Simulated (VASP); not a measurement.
The system is Si4O.

```
Si O
1.0
     2.77565    0.00000    0.00000
    -1.38782    2.40378    0.00000
     0.00000    0.00000    9.84357
Si O
4 1
Cartesian
  0.0000 1.6025 8.2962
  0.0000 1.6025 3.9316
  1.3878 0.8013 1.5474
  1.3878 0.8013 5.9119
  0.0000 0.0000 0.0000
```

The cell was built from a structure type or drawn by symmetry, and may not be a known phase.

| Quantity | Value |
| --- | --- |
| Program | VASP 6.6.1 |
| Task | relaxation of cell and atoms |
| Functional | PBE |
| Potentials or basis | VASP PAW PBE potentials, release 64 (Si, O) |
| Cutoff | 600 eV |
| k mesh | 18 × 18 × 4 |
| Occupations | gaussian, width 0.1 eV |
| Spin | no spin polarisation |

At the start: pressure -0.5 GPa; volume 13.14 Å³/atom.

Q: Where does the relaxation end?

A: Over 18 steps the energy falls by 28.4 meV/atom and the volume is 12.98 Å³/atom (-1.2 %); space group P-3m1 (No. 164, to 0.1 Å) before and after.

The path:
```tsv
step	energy change (eV)	largest force (eV/Å)	pressure (GPa)	volume (Å³)
1	0.0000	0.7944	-0.46	65.68
2	-0.0802	0.3845	-1.46	65.30
3	-0.1054	0.6817	-1.86	64.94
4	-0.1065	0.6278	-1.80	65.02
5	-0.1314	0.0581	1.62	63.30
6	-0.1328	0.1687	0.94	63.61
7	-0.1377	0.0510	0.32	64.23
8	-0.1384	0.0531	0.03	64.55
9	-0.1398	0.0591	-0.26	64.75
10	-0.1402	0.0890	-0.48	64.91
11	-0.1411	0.0611	-0.26	64.84
12	-0.1416	0.0355	-0.01	64.77
13	-0.1417	0.0302	0.09	64.74
14	-0.1418	0.0246	0.08	64.78
15	-0.1419	0.0218	0.07	64.82
16	-0.1419	0.0142	-0.02	64.88
17	-0.1420	0.0122	-0.07	64.91
18	-0.1420	0.0064	-0.03	64.89
```

Final structure:
```
Si O
1.0
     2.69614    0.00000    0.00000
    -1.34807    2.33492    0.00000
     0.00000    0.00000   10.30742
Si O
4 1
Direct
  0.33333 0.66667 0.84896
  0.33333 0.66667 0.39279
  0.66667 0.33333 0.15104
  0.66667 0.33333 0.60721
  0.00000 0.00000 0.00000
```

Caveat: the highest band is partly filled, so the run has too few bands.
